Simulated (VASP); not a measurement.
Crystal: CO2.

```xyz
6
Lattice="-1.9747 1.9747 3.0141 1.9747 -1.9747 3.0141 1.9747 1.9747 -3.0141" Properties=species:S:1:pos:R:3 pbc="T T T"
O     1.3223    0.9874    3.7676
O     0.6525    0.9874    0.7535
O     2.9621    0.6525   -0.7535
O    -0.9874    1.3223    2.2605
C     0.0000    0.0000    0.0000
C     0.0000    1.9747    1.5070
```

Base run:

| Item | Value |
| --- | --- |
| Program | VASP 6.6.1 |
| Functional | PBEsol |
| Potentials or basis | VASP PAW PBE potentials, release 64 (O, C) |
| Cutoff | 520 eV |
| k mesh | 8 × 8 × 8 |
| Occupations | fermi-dirac, width 0.05 eV |
| Spin | no spin polarisation |

Its results: band gap on the k mesh 7.53 eV, indirect (least direct gap 8.00 eV); pressure -4.9 GPa; largest force 0.120 eV/Å.

**Question.** The run is repeated on the same cell with these changes: functional from PBEsol to BLYP; k mesh from 8 × 8 × 8 to 9 × 9 × 9. What comes out?

**Answer.** Band gap on the k mesh 7.74 eV, indirect (least direct gap 8.15 eV); pressure 6.2 GPa; largest force 0.215 eV/Å.

Several settings changed at once, so the effect can't be laid on one alone.

Caveats: the PAW data sets were made with another functional, which shifts forces and pressure a little.

A k mesh can miss the band edges.
